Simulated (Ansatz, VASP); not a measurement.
W3Cl in VASP and in Ansatz

INCAR

```
SYSTEM = W3Cl
PREC = Accurate ; ENCUT = 600
EDIFF = 1E-6 ; ISMEAR = 0
SIGMA = 0.1 ; LREAL = .FALSE.
LASPH = .TRUE. ; NELM = 60
ALGO = Normal ; ISIF = 3
LWAVE = .FALSE. ; LCHARG = .FALSE.
GGA = PE ; IBRION = 2
NSW = 100 ; EDIFFG = -0.01
```

File KPOINTS:

```
regular mesh
0
G
  10 10 2
  0 0 0
```

POSCAR

```
W3Cl
1.0
    3.1145050624      0.0000000000      0.0000000000
    0.0000000000      3.1145050624      0.0000000000
    0.0000000000      0.0000000000     15.2463476493
W Cl
6 2
Direct
    0.0000000000      0.5000000000      0.7359000473
    0.0000000000      0.5000000000      0.9469856217
    0.5000000000      0.0000000000      0.8423072753
    0.5000000000      0.0000000000      0.2640999527
    0.5000000000      0.0000000000      0.0530143783
    0.0000000000      0.5000000000      0.1576927247
    0.5000000000      0.0000000000      0.6192255635
    0.0000000000      0.5000000000      0.3807744365
```

Input for Ansatz:

```yaml
crystal:
  lattice:
    - [3.1145050624, 0.0, 0.0]
    - [0.0, 3.1145050624, 0.0]
    - [0.0, 0.0, 15.2463476493]
  atoms:
    - { symbol: W, position: [0.0, 0.5, 0.7359000473] }
    - { symbol: W, position: [0.0, 0.5, 0.9469856217] }
    - { symbol: W, position: [0.5, 0.0, 0.8423072753] }
    - { symbol: W, position: [0.5, 0.0, 0.2640999527] }
    - { symbol: W, position: [0.5, 0.0, 0.0530143783] }
    - { symbol: W, position: [0.0, 0.5, 0.1576927247] }
    - { symbol: Cl, position: [0.5, 0.0, 0.6192255635] }
    - { symbol: Cl, position: [0.0, 0.5, 0.3807744365] }
basis:
  ecutwfc: 420
kpoints:
  mp_grid: { grid: [10, 10, 2] }
hamiltonian:
  xc: pbe
scf:
  occupations: { method: gaussian, width: 0.1 }
output:
  forces: true
  stress: true
  eigenvalues: true
relax:
  adjacent_minimum: "off"
  f_tol: 0.01
  max_steps: 80
  cell: { stress_tol: 0.05 }
```

Alike in both runs: task relaxation of cell and atoms; functional PBE; k mesh 10 × 10 × 2; occupations gaussian, width 0.1 eV; no spin polarisation.

|  | VASP | Ansatz |
| --- | --- | --- |
| version | VASP 6.6.1 | Ansatz 0.2.0 |
| potentials or method | VASP PAW PBE potentials, release 64 (W_sv, Cl), cutoff 600 eV | scalar-relativistic, plane waves, PAW |
| valence electrons in the cell | 98 | 98 |

VASP gave:

- gap on the k mesh at the Fermi level, each at its own relaxed structure (eV): none
- relaxed volume (Å³/atom): 18.62
- relaxed cell length with the largest relative difference (Å): 15.220

Estimate Ansatz's values.

gap on the k mesh at the Fermi level, each at its own relaxed structure (eV): none; relaxed volume (Å³/atom): 18.97; relaxed cell length with the largest relative difference (Å): 15.530.

A gap of «none» marks a metal or a gap that the smearing closes.

Spin-orbit coupling is off throughout.
